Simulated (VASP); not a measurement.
Write the native input for VASP 6.6.1 that does the following.

```
Task                   : single point
Functional             : LDA
Potentials or basis    : VASP PAW LDA potentials, release 64 (W_sv, B)
Cutoff                 : 520 eV
k mesh                 : 3 × 3 × 3
Occupations            : gaussian, width 0.05 eV
Spin                   : no spin polarisation
Dipole correction      : no
Further INCAR settings : LREAL = Auto; ALGO = Normal; EDIFF = 1e-06; NBANDS = 128
```

The structure of BW16 (a cell with a defect) lies in POSCAR:

```
BW16
1.0
    6.3200000000      0.0000000000      0.0000000000
    0.0000000000      6.3200000000      0.0000000000
    0.0000000000      0.0000000000      6.3200000000
W B
16 1
Direct
    0.0169617964     -0.0095744198      0.0003524194
    0.4970999152     -0.0095439057      0.0003870916
    0.0169855561      0.5102488463      0.0003512371
    0.0049030532      0.0024133877      0.5003700734
    0.2569933596      0.2503231108      0.2488063067
    0.4970574494      0.5102358133      0.0003863919
    0.5091727577      0.0024570642      0.5003138351
    0.7570229523      0.2503419710      0.1968710479
    0.0049153385      0.4982323188      0.5003701052
    0.2570260705      0.7503629595      0.2541121777
    0.2570557435      0.2503220747      0.7519125250
    0.5091107491      0.4982435456      0.5003150379
    0.7570323809      0.7503334619      0.2487390713
    0.7570377113      0.2503445638      0.8038360352
    0.2570553909      0.7503634354      0.7466022391
    0.7569876651      0.7503347861      0.7519791521
    0.7570190102      0.2503232862      0.5003398534
```

These files were run (other wordings do the same):

INCAR

```
PREC = Accurate ; ENCUT = 520
EDIFF = 1E-6 ; ISMEAR = 0
SIGMA = 0.05 ; LREAL = Auto
LASPH = True ; NELM = 80
ALGO = Normal ; ISIF = 2
LWAVE = False ; LCHARG = True
LELF = True ; LVHAR = True
NBANDS = 128
```

KPOINTS

```
Automatic mesh
0
Gamma
  3 3 3
```

Potentials or basis: VASP PAW LDA potentials, release 64 (W_sv, B).

Launch:

```console
$ cat potpaw_LDA.64/W_sv/POTCAR potpaw_LDA.64/B/POTCAR > POTCAR
$ mpirun -np 1 vasp_std > vasp.out
```

It gave:

* Pressure: 6.5 GPa
* Largest force: 0.085 eV/Å
* Band gap on the k mesh: zero (an odd number of electrons rules out a gap without spin polarisation)

Caveat: spin-orbit coupling is left out, which moves the levels of the heavy elements.

Run time: 11 min on 1 thread of Intel(R) Xeon(R) Platinum 8375C CPU @ 2.90GHz (Ice Lake), with other jobs on the host, peak memory 0.44 GiB.
